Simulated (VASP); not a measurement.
Input of a VASP 6.6.1 run:

File INCAR:

```
  PREC = Accurate
  ENCUT = 500
  EDIFF = 1E-6
  ISMEAR = 0
  SIGMA = 0.2
  LREAL = F
  LASPH = T
  NELM = 120
  ALGO = Normal
  ISIF = 2
  LWAVE = F
  LCHARG = F
  GGA = PE
  NBANDS = 46
  GGA_COMPAT = F
```

Contents of KPOINTS:

```
regular mesh
0
Gamma
  3 3 3
```

File POSCAR:

```
Sn4Se3
1.0
    3.3036012709      1.9073350831      5.1468730642
   -3.3036012709      1.9073350831      5.1468730642
    0.0000000000     -3.8146701661      5.1468730642
Sn Se
4 3
Direct
    0.5000000000      0.5000000000      0.5000000000
    0.5000000000      0.5000000000      0.0000000000
    0.0000000000      0.5000000000      0.5000000000
    0.5000000000      0.0000000000      0.5000000000
    0.0000000000      0.0000000000      0.5000000000
    0.5000000000      0.0000000000      0.0000000000
    0.0000000000      0.5000000000      0.0000000000
```

Potentials or basis: VASP PAW PBE potentials, release 64 (Sn_d, Se).

Run with:

```console
$ cat potpaw_PBE.64/Sn_d/POTCAR potpaw_PBE.64/Se/POTCAR > POTCAR
$ mpirun -np 1 vasp_std > vasp.out
```

(1) Predict the pressure.

(2) Predict the band gap on the k mesh.

## Answers

(1) -0.2 GPa.

(2) zero (bands 37 and 38 overlap by 0.58 eV).

Caveat: the k points lie up to 0.39 Å⁻¹ apart, too coarse for converged energies and pressures of a metal; semilocal functionals underestimate gaps, so a narrow gap can read as zero; spin-orbit coupling is left out, which moves the levels of the heavy elements.
